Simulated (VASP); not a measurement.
## HgTe: single point with PBEsol

The system is HgTe.

```
CELL_PARAMETERS angstrom
0.00000 2.96562 3.35244
2.96562 0.00000 3.35244
2.96562 2.96562 0.00000
ATOMIC_POSITIONS crystal
Hg 0.00000 0.00000 0.00000
Te 0.75000 0.75000 0.75000
```

This cell differs from its parent crystal: strain -0.080 along x and y, +0.040 along z.

```
Program                : VASP 6.6.1
Task                   : single point
Functional             : PBEsol
Potentials or basis    : VASP PAW PBE potentials, release 64 (Hg, Te)
Cutoff                 : 520 eV
k mesh                 : 14 × 14 × 14
Occupations            : gaussian, width 0.15 eV
Spin                   : no spin polarisation
Dipole correction      : no
Further INCAR settings : ALGO = Normal; EDIFF = 1e-07; NBANDS = 16
```

| Item | Value |
| --- | --- |
| Pressure | 9.6 GPa |
| Band gap on the k mesh | zero (filled and empty bands touch) |

Stress tensor (GPa, compression positive):
```
10.17  0.00  0.00
 0.00 10.17  0.00
 0.00  0.00  8.60
```

Levels at points of the mesh, in eV from the Fermi level:
```
           k point  band 7  band 8  band 9  band 10  band 11  band 12
(0.00, 0.00, 0.00)   -0.78   -0.73   -0.09    -0.09     3.74     3.76
(0.50, 0.00, 0.00)   -6.71   -1.90   -1.17     0.23     4.37     5.00
(0.50, 0.50, 0.00)   -6.93   -2.75   -2.75     2.12     2.26     7.73
(0.50, 0.00, 0.50)   -6.21   -3.50   -3.14     1.15     1.53     8.40
```

Wall time 2.9 min on 1 thread of Intel(R) Xeon(R) Platinum 8488C (Sapphire Rapids) (shared host), peak memory 0.38 GiB.

Caveat: the cell differs from its parent crystal (strain -0.080 along x and y, +0.040 along z); the PAW data sets were made with another functional, which shifts forces and pressure a little; spin-orbit coupling is left out, which moves the levels of the heavy elements.
